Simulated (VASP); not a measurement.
# BAs (F-43m) in VASP: a series of runs

The runs below take BAs through single point, relaxation of cell and atoms, with HSE06.

Everything below comes from runs of VASP 6.6.1. Logs are shortened: lines on timing, memory, paths and dates and some standing lists are left out, and cuts for length are marked.

### 1 The cell of the first run

The structure is cubic, space group F-43m (No. 216). The conventional cell has a = 4.772 Å, b = 4.772 Å, c = 4.772 Å, α = 90.00°, β = 90.00°, γ = 90.00°. Within 2.7 Å of B (site symmetry -43m) lie 4 As at 2.07 Å. As (site symmetry -43m) has 4 B at 2.07 Å within 2.7 Å.

### 2 Single point, HSE06

Contents of POSCAR:

```
BAs
1.0
    0.0000000000      2.3860743221      2.3860743221
    2.3860743221      0.0000000000      2.3860743221
    2.3860743221      2.3860743221      0.0000000000
B As
1 1
Direct
    0.0000000000      0.0000000000      0.0000000000
    0.2500000000      0.2500000000      0.2500000000
```

Contents of INCAR.step1:

```
PREC = Accurate ; ENCUT = 520
EDIFF = 1E-5 ; ISMEAR = 0
SIGMA = 0.01 ; LREAL = F
LASPH = T ; NELM = 100
ALGO = Normal ; ISIF = 2
LWAVE = T ; GGA = PE
NBANDS = 11
```

Contents of INCAR.step2:

```
PREC = Accurate ; ENCUT = 520
EDIFF = 1E-6 ; ISMEAR = 0
SIGMA = 0.01 ; LREAL = F
LASPH = T ; NELM = 100
ALGO = Normal ; ISIF = 2
LWAVE = F ; LCHARG = T
GGA = PE ; LHFCALC = T
HFSCREEN = 0.2079 ; PRECFOCK = Normal
LELF = T ; LVHAR = T
ISTART = 1 ; NBANDS = 11
```

Contents of KPOINTS:

```
regular mesh
0
Gamma
  6 6 6
```

Potentials or basis: VASP PAW PBE potentials, release 64 (B, As).

The run is started by

```
$ cat potpaw_PBE.64/B/POTCAR potpaw_PBE.64/As/POTCAR > POTCAR
$ cp INCAR.step1 INCAR
$ mpirun -np 1 vasp_std > vasp.out
$ cp INCAR.step2 INCAR
$ mpirun -np 1 vasp_std > vasp.out
```

OUTCAR:

```text
PREC = Accurate
   ENCUT = 520
   EDIFF = 1E-6
   ISMEAR = 0
   LREAL = F
   LASPH = T
   NELM = 100
   ISIF = 2
   GGA = PE
   LHFCALC = T
   HFSCREEN = 0.2079
   PRECFOCK = Normal
   ISTART = 1

 ion  position               nearest neighbor table
   1  0.000  0.000  0.000-   2 2.07   2 2.07   2 2.07   2 2.07
   2  0.250  0.250  0.250-   1 2.07   1 2.07   1 2.07   1 2.07

  LATTYP: Found a face centered cubic cell.
 ALAT       =     4.7721486442

  Lattice vectors:

 A1 = (   0.0000000000,   2.3860743221,   2.3860743221)
 A2 = (   2.3860743221,   0.0000000000,   2.3860743221)
 A3 = (   2.3860743221,   2.3860743221,   0.0000000000)

Analysis of symmetry for initial positions (statically):
=====================================================================
 Subroutine PRICEL returns:
 Original cell was already a primitive cell.

 Routine SETGRP: Setting up the symmetry group for a
 face centered cubic supercell.

 Subroutine GETGRP returns: Found 24 space group operations
 (whereof 24 operations were pure point group operations)
 out of a pool of 48 trial point group operations.

The static configuration has the point symmetry T_d .

Analysis of symmetry for dynamics (positions and initial velocities):
=====================================================================
 Subroutine PRICEL returns:
 Original cell was already a primitive cell.

 Routine SETGRP: Setting up the symmetry group for a
 face centered cubic supercell.

 Subroutine GETGRP returns: Found 24 space group operations
 (whereof 24 operations were pure point group operations)
 out of a pool of 48 trial point group operations.

The dynamic configuration has the point symmetry T_d .

 Subroutine INISYM returns: Found 24 space group operations
 (whereof 24 operations are pure point group operations),
 and found     1 'primitive' translations

----------------------------------------------------------------------------------------

                                     Primitive cell

  volume of cell :      27.1695

  direct lattice vectors                    reciprocal lattice vectors
     0.000000000  2.386074322  2.386074322    -0.209549215  0.209549215  0.209549215
     2.386074322  0.000000000  2.386074322     0.209549215 -0.209549215  0.209549215
     2.386074322  2.386074322  0.000000000     0.209549215  0.209549215 -0.209549215
[... 89 lines left out ...]
   EFERMI =   0.00;   METHOD = LEGACY
   ISMEAR =     0;   SIGMA  =   0.01  broadening in eV -4-tet -1-fermi 0-gaus
   EFERMI_NEDOS =   21; number of points for ismear=-14 and -15
   IALGO  =     38    algorithm
   IMIX   =      1    mixing-type and parameters
     AMIX     =   0.40;   BMIX     =  1.00
     AMIX_MAG =   1.60;   BMIX_MAG =  1.00
  volume/ion in A,a.u.               =      13.58        91.67
  Fermi-wavevector in a.u.,A,eV,Ry     =   1.089124  2.058147 16.139124  1.186192
  Thomas-Fermi vector in A             =   2.225321
   LORBIT       =      0    0 simple, 1 ext, 2 COOP (PROOUT), +10 PAW based schemes
   GGA     = PE    functional components
   LHFCALC =     T    Hartree Fock is set to
   PRECFOCK=normal    Normal, Fast or Accurate (Low or Medium for compatibility)
   ENCUT4O =  -1.0   cutoff for four orbital integrals eV
   NKREDX  =     1    reduce k-point grid by
   NKREDY  =     1    reduce k-point grid by
   NKREDZ  =     1    reduce k-point grid by
   AEXX    =    0.2500 exact exchange contribution
   HFSCREEN=    0.2079 screening length (either q_TF or 0.3 A-1)
   HFSCREENC=   0.2079 screening length for correlation (either q_TF or 0.3 A-1)
   ENCUTFOCK=  -1.0 apply spherical cutoff to Coloumb kernel
   IVDW    =     0    specifies the selected vdW correction
   LEPSILON=     F    determine dielectric tensor
   LRPA    =     F    only Hartree local field effects (RPA)
 non-spin polarized calculation
 Gauss-broadening in eV      SIGMA  =   0.01
  energy-cutoff  :      520.00
  volume of cell :       27.17
 maximum number of plane-waves:       751
 NGX is ok and might be reduce to    28
  NGX = 20; NGY = 20; NGZ = 20

 number of electron       8.0000000 magnetization

 Free energy of the ion-electron system (eV)
  ---------------------------------------------------
  ext. energy  EPLUGINS =         0.00000000
  ---------------------------------------------------
  free energy    TOTEN  =       -13.24271916 eV

  energy without entropy =      -13.24271916  energy(sigma->0) =      -13.24271916

 E-fermi :   5.7975     XC(G=0):  -8.7703

 val. band max:        5.7483305917   @ k =   0.0000   0.0000   0.0000
 cond. band min:       7.6917463214   @ k =   0.3333   0.3333   0.0000
 fundamental gap:      1.9434157297
 Fermi energy:         5.7974589723

 k-point     1 :       0.0000    0.0000    0.0000
  band No.  band energies     occupation
      1     -11.2344      2.00000
      2       5.7483      2.00000
      3       5.7483      2.00000
      4       5.7483      2.00000
      5       9.8658      0.00000
      6       9.8658      0.00000
      7       9.8658      0.00000
      8      11.6668      0.00000
      9      16.3884      0.00000
     10      19.8108      0.00000
     11      19.8108      0.00000
[... 197 lines left out ...]
 k-point    16 :      -0.3333    0.5000    0.1667
  band No.  band energies     occupation
      1      -6.3833      2.00000
      2      -3.4040      2.00000
      3       0.1250      2.00000
      4       0.3370      2.00000
      5      10.3416      0.00000
      6      10.6351      0.00000
      7      15.6678      0.00000
      8      15.9110      0.00000
      9      19.5847      0.00000
     10      22.9353      0.00000
     11      22.9714      0.00000

------------------------ aborting loop because EDIFF is reached ----------------------------------------

  FORCE on cell =-STRESS in cart. coord.  units (eV):
  Direction    XX          YY          ZZ          XY          YZ          ZX
  --------------------------------------------------------------------------------------
  -------------------------------------------------------------------------------------
  Total       -0.0200923     -0.0200923     -0.0200923      0.0000000      0.0000000      0.0000000
  in kB       -1.1848348     -1.1848348     -1.1848348      0.0000000      0.0000000      0.0000000
  external PRESSURE =      -1.1848348 kB  Pullay stress =       0.0000000 kB

 VOLUME and BASIS-vectors are now :
 -----------------------------------------------------------------------------
  energy-cutoff  :      520.00
  volume of cell :       27.17
      direct lattice vectors                 reciprocal lattice vectors
     0.000000000  2.386074322  2.386074322    -0.209549215  0.209549215  0.209549215
     2.386074322  0.000000000  2.386074322     0.209549215 -0.209549215  0.209549215
     2.386074322  2.386074322  0.000000000     0.209549215  0.209549215 -0.209549215

 POSITION                                       TOTAL-FORCE (eV/Angst)
 -----------------------------------------------------------------------------------
      0.00000      0.00000      0.00000        -0.000000     -0.000000     -0.000000
      1.19304      1.19304      1.19304         0.000000      0.000000      0.000000
 -----------------------------------------------------------------------------------
    total drift:                                0.000000      0.000000      0.000000

  FREE ENERGIE OF THE ION-ELECTRON SYSTEM (eV)
  ---------------------------------------------------
  free  energy   TOTEN  =       -13.2427191621 eV

  energy  without entropy=      -13.2427191621  energy(sigma->0) =      -13.24271916
```

OUTCAR.step1:

```text
PREC = Accurate
   ENCUT = 520
   EDIFF = 1E-5
   ISMEAR = 0
   LREAL = F
   LASPH = T
[... 434 lines left out ...]
 -----------------------------------------------------------------------------------
      0.00000      0.00000      0.00000         0.000000      0.000000      0.000000
      1.19304      1.19304      1.19304        -0.000000     -0.000000     -0.000000
 -----------------------------------------------------------------------------------
    total drift:                               -0.000000     -0.000000     -0.000000

  FREE ENERGIE OF THE ION-ELECTRON SYSTEM (eV)
  ---------------------------------------------------
  free  energy   TOTEN  =       -11.3857092263 eV

  energy  without entropy=      -11.3857092263  energy(sigma->0) =      -11.38570923
```

OSZICAR.step1:

```text
N       E                     dE             d eps       ncg     rms          rms(c)
DAV:   1     0.122264027439E+02    0.12226E+02   -0.36777E+03   352   0.639E+02
DAV:   2    -0.114110596353E+02   -0.23637E+02   -0.22913E+02   475   0.103E+02
DAV:   3    -0.120348905782E+02   -0.62383E+00   -0.62287E+00   435   0.159E+01
DAV:   4    -0.120362234439E+02   -0.13329E-02   -0.13328E-02   391   0.840E-01
DAV:   5    -0.120362256123E+02   -0.21684E-05   -0.21684E-05   427   0.350E-02    0.496E+00
DAV:   6    -0.114530987282E+02    0.58313E+00   -0.16019E+00   373   0.516E+00    0.241E+00
DAV:   7    -0.113921321171E+02    0.60967E-01   -0.19622E-01   406   0.217E+00    0.991E-01
DAV:   8    -0.113852274260E+02    0.69047E-02   -0.20651E-02   397   0.819E-01    0.992E-02
DAV:   9    -0.113855436750E+02   -0.31625E-03   -0.77737E-04   406   0.161E-01    0.593E-02
DAV:  10    -0.113857035313E+02   -0.15986E-03   -0.19626E-04   375   0.857E-02    0.121E-02
DAV:  11    -0.113857092263E+02   -0.56950E-05   -0.51913E-06   391   0.154E-02
   1 F= -.11385709E+02 E0= -.11385709E+02  d E =-.839491E-12
```

It took 3.8 min on 1 thread of Intel Xeon 6975P-C (Granite Rapids), shared host; peak memory 0.27 GiB.

Results:

| Item | Value |
| --- | --- |
| Free energy | -13.2427 eV |
| Pressure | -0.1 GPa |
| Band gap on the k mesh | 1.94 eV, indirect (least direct gap 4.12 eV) |

Caveat: the PAW data sets were made with another functional, which shifts forces and pressure a little. A k mesh can miss the band edges.

### 3 Relaxation of cell and atoms, HSE06

POSCAR is that of step 2.

Contents of INCAR.step1:

```
SYSTEM = BAs
PREC = Accurate ; ENCUT = 600
EDIFF = 1E-5 ; ISMEAR = 0
SIGMA = 0.01 ; LREAL = .FALSE.
LASPH = .TRUE. ; NELM = 100
ALGO = Normal ; LWAVE = .TRUE.
LCHARG = .FALSE. ; GGA = PE
NBANDS = 11
```

Contents of INCAR.step2:

```
SYSTEM = BAs
PREC = Accurate ; ENCUT = 600
EDIFF = 1E-6 ; ISMEAR = 0
SIGMA = 0.01 ; LREAL = .FALSE.
LASPH = .TRUE. ; NELM = 100
ALGO = Normal ; ISIF = 3
LWAVE = .FALSE. ; LCHARG = .FALSE.
GGA = PE ; LHFCALC = .TRUE.
HFSCREEN = 0.2079 ; PRECFOCK = Normal
IBRION = 2 ; NSW = 80
EDIFFG = -0.001 ; ISTART = 1
```

Contents of KPOINTS:

```
Automatic mesh
0
G
  6 6 6
  0 0 0
```

Potentials or basis: VASP PAW PBE potentials, release 64 (B, As).

The run is started by

```
$ cat potpaw_PBE.64/B/POTCAR potpaw_PBE.64/As/POTCAR > POTCAR
$ cp INCAR.step1 INCAR
$ mpirun -np 1 vasp_std > vasp.out
$ cp INCAR.step2 INCAR
$ mpirun -np 1 vasp_std > vasp.out
```

It took 11 min on 1 thread of Intel Xeon 6975P-C (Granite Rapids), shared host; peak memory 0.28 GiB.

The run converged. Its results:

| Quantity | Value |
| --- | --- |
| Free energy | -13.2438 eV |
| Relaxed volume | 13.57 Å³/atom |
| Relaxed cell | a = 3.374 Å, b = 3.374 Å, c = 3.374 Å, α = 60.00°, β = 60.00°, γ = 60.00° |
| Space group after relaxing (to 0.05 Å) | F-43m (No. 216) |
| Energy gained by relaxing | 0.0 meV/atom |
| Ionic steps | 4 |
| Pressure after relaxing | 0.0 GPa |
| Band gap on the k mesh | 1.94 eV, indirect (least direct gap 4.12 eV) |

Final structure:
```xyz
2
Lattice="0.0000 2.3855 2.3855 2.3855 0.0000 2.3855 2.3855 2.3855 0.0000" Properties=species:S:1:pos:R:3 pbc="T T T"
B     0.0000    0.0000    0.0000
As    1.1927    1.1927    1.1927
```

Levels at points of the mesh, in eV from the valence-band top:
| k point | band 1 | band 2 | band 3 | band 4 | band 5 | band 6 | band 7 | band 8 |
| --- | --- | --- | --- | --- | --- | --- | --- | --- |
| (0.00, 0.00, 0.00) | -16.99 | 0.00 | 0.00 | 0.00 | 4.12 | 4.12 | 4.12 | 5.93 |
| (0.50, 0.00, 0.00) | -13.78 | -9.72 | -1.99 | -1.99 | 3.59 | 5.70 | 5.70 | 10.03 |
| (0.50, 0.50, 0.00) | -12.27 | -9.50 | -4.48 | -4.48 | 2.07 | 2.14 | 12.98 | 12.98 |

Caveat: the PAW data sets were made with another functional, which shifts forces and pressure a little. A k mesh can miss the band edges.

### 4 Single point, HSE06 (volume scaled by 0.94)

Contents of POSCAR:

```
BAs
1.0
    0.0000000000      2.3373652603      2.3373652603
    2.3373652603      0.0000000000      2.3373652603
    2.3373652603      2.3373652603      0.0000000000
B As
1 1
Direct
    0.0000000000      0.0000000000      0.0000000000
    0.2500000000      0.2500000000      0.2500000000
```

Contents of INCAR.step1:

```
ALGO = Normal ; EDIFF = 1E-5
ENCUT = 520 ; GGA = PE
ISIF = 2 ; ISMEAR = 0
LASPH = T ; LCHARG = F
LREAL = F ; LWAVE = T
NBANDS = 11 ; NELM = 60
PREC = Accurate ; SIGMA = 0.02
```

Contents of INCAR.step2:

```
ALGO = Normal ; EDIFF = 1E-6
ENCUT = 520 ; GGA = PE
HFSCREEN = 0.2079 ; ISIF = 2
ISMEAR = 0 ; ISTART = 1
LASPH = T ; LCHARG = F
LHFCALC = T ; LREAL = F
LWAVE = F ; NBANDS = 11
NELM = 60 ; PREC = Accurate
PRECFOCK = Normal ; SIGMA = 0.02
```

Contents of KPOINTS:

```
k-points
0
Gamma
  6 6 6
```

The run is started by

```
$ cat potpaw_PBE.64/B/POTCAR potpaw_PBE.64/As/POTCAR > POTCAR
$ cp INCAR.step1 INCAR
$ mpirun -np 1 vasp_std > vasp.out
$ cp INCAR.step2 INCAR
$ mpirun -np 1 vasp_std > vasp.out
```

It took 8.2 min on 1 thread of Intel Xeon Platinum 8124M at 3.00GHz (Skylake/Cascade Lake), shared host; peak memory 0.27 GiB.

The run converged. Its results:

| Property | Result |
| --- | --- |
| Free energy | -13.1937 eV |
| Pressure | 10.2 GPa |
| Band gap on the k mesh | 1.89 eV, indirect (least direct gap 4.20 eV) |

Levels at points of the mesh, in eV from the valence-band top:
```
           k point  band 2  band 3  band 4  band 5  band 6  band 7
(0.00, 0.00, 0.00)    0.00    0.00    0.00    4.20    4.20    4.20
(0.50, 0.00, 0.00)  -10.22   -2.11   -2.11    3.98    5.77    5.77
(0.50, 0.50, 0.00)   -9.88   -4.76   -4.76    1.99    2.09   13.60
```

Caveat: the cell differs from its parent crystal (volume scaled by 0.94); the PAW data sets were made with another functional, which shifts forces and pressure a little. A k mesh can miss the band edges.

### 5 Single point, HSE06 (volume scaled by 0.97)

Contents of POSCAR:

```
BAs
1.0
    0.0000000000      2.3619709134      2.3619709134
    2.3619709134      0.0000000000      2.3619709134
    2.3619709134      2.3619709134      0.0000000000
B As
1 1
Direct
    0.0000000000      0.0000000000      0.0000000000
    0.2500000000      0.2500000000      0.2500000000
```

Contents of INCAR.step1:

```
SYSTEM = BAs
PREC     = Accurate       ! precision mode
ENCUT    = 520            ! plane-wave cutoff, eV
EDIFF    = 1E-5           ! SCF threshold, eV
ISMEAR   = 0              ! smearing method
SIGMA    = 0.02           ! smearing width, eV
LREAL    = .FALSE.        ! projectors in reciprocal space
LASPH    = .TRUE.         ! aspherical terms in the spheres
NELM     = 100            ! most SCF steps
ALGO     = Normal         ! electronic algorithm
ISIF     = 2              ! what is computed and relaxed
LWAVE    = .TRUE.         ! write WAVECAR
LCHARG   = .FALSE.        ! write CHGCAR
GGA      = PE             ! functional
NBANDS   = 11             ! bands
```

Contents of INCAR.step2:

```
SYSTEM = BAs
PREC     = Accurate       ! precision mode
ENCUT    = 520            ! plane-wave cutoff, eV
EDIFF    = 1E-7           ! SCF threshold, eV
ISMEAR   = 0              ! smearing method
SIGMA    = 0.02           ! smearing width, eV
LREAL    = .FALSE.        ! projectors in reciprocal space
LASPH    = .TRUE.         ! aspherical terms in the spheres
NELM     = 100            ! most SCF steps
ALGO     = Normal         ! electronic algorithm
ISIF     = 2              ! what is computed and relaxed
LWAVE    = .FALSE.        ! write WAVECAR
LCHARG   = .FALSE.        ! write CHGCAR
GGA      = PE             ! functional
LHFCALC  = .TRUE.         ! exact exchange
HFSCREEN = 0.2079         ! screening, 1/A
PRECFOCK = Normal       
ISTART   = 1            
NBANDS   = 11             ! bands
```

Contents of KPOINTS:

```
Automatic mesh
0
G
  6 6 6
  0 0 0
```

Potentials or basis: VASP PAW PBE potentials, release 64 (B, As).

The run is started by

```
$ cat potpaw_PBE.64/B/POTCAR potpaw_PBE.64/As/POTCAR > POTCAR
$ cp INCAR.step1 INCAR
$ mpirun -np 1 vasp_std > vasp.out
$ cp INCAR.step2 INCAR
$ mpirun -np 1 vasp_std > vasp.out
```

OUTCAR:

```text
SYSTEM = BAs
   PREC = Accurate
   ENCUT = 520
   EDIFF = 1E-7
   ISMEAR = 0
   LREAL = .FALSE.
   LASPH = .TRUE.
   NELM = 100
   ISIF = 2
   GGA = PE
   LHFCALC = .TRUE.
   HFSCREEN = 0.2079
   PRECFOCK = Normal
   ISTART = 1

 ion  position               nearest neighbor table
   1  0.000  0.000  0.000-   2 2.05   2 2.05   2 2.05   2 2.05
   2  0.250  0.250  0.250-   1 2.05   1 2.05   1 2.05   1 2.05

  LATTYP: Found a face centered cubic cell.
 ALAT       =     4.7239418268

[... 410 lines left out ...]

------------------------ aborting loop because EDIFF is reached ----------------------------------------

  FORCE on cell =-STRESS in cart. coord.  units (eV):
  Direction    XX          YY          ZZ          XY          YZ          ZX
  --------------------------------------------------------------------------------------
  -------------------------------------------------------------------------------------
  Total        0.7642951      0.7642951      0.7642951      0.0000000     -0.0000000      0.0000000
  in kB       46.4641517     46.4641517     46.4641517      0.0000000     -0.0000000      0.0000000
  external PRESSURE =      46.4641517 kB  Pullay stress =       0.0000000 kB

 VOLUME and BASIS-vectors are now :
 -----------------------------------------------------------------------------
  energy-cutoff  :      520.00
  volume of cell :       26.35
      direct lattice vectors                 reciprocal lattice vectors
     0.000000000  2.361970913  2.361970913    -0.211687620  0.211687620  0.211687620
     2.361970913  0.000000000  2.361970913     0.211687620 -0.211687620  0.211687620
     2.361970913  2.361970913  0.000000000     0.211687620  0.211687620 -0.211687620

 POSITION                                       TOTAL-FORCE (eV/Angst)
 -----------------------------------------------------------------------------------
      0.00000      0.00000      0.00000         0.000000      0.000000      0.000000
      1.18099      1.18099      1.18099        -0.000000     -0.000000     -0.000000
 -----------------------------------------------------------------------------------
    total drift:                                0.000000     -0.000000      0.000000

  FREE ENERGIE OF THE ION-ELECTRON SYSTEM (eV)
  ---------------------------------------------------
  free  energy   TOTEN  =       -13.2312858267 eV

  energy  without entropy=      -13.2312858267  energy(sigma->0) =      -13.23128583
```

It took 9.9 min on 1 thread of Intel Xeon Platinum 8124M at 3.00GHz (Skylake/Cascade Lake), shared host; peak memory 0.27 GiB.

Results:

```yaml
Free_energy: -13.2313 eV
Pressure: 4.6 GPa
Band_gap_on_the_k_mesh: 1.92 eV, indirect (least direct gap 4.16 eV)
```

Levels at points of the mesh, in eV from the valence-band top:
```csv
k point,band 2,band 3,band 4,band 5,band 6,band 7
"(0.00, 0.00, 0.00)",0.00,0.00,0.00,4.16,4.16,4.16
"(0.50, 0.00, 0.00)",-9.96,-2.05,-2.05,3.78,5.73,5.73
"(0.50, 0.50, 0.00)",-9.68,-4.61,-4.61,2.03,2.12,13.28
```

Caveat: the cell differs from its parent crystal (volume scaled by 0.97); the PAW data sets were made with another functional, which shifts forces and pressure a little.

(Continued in part 2 of 2.)
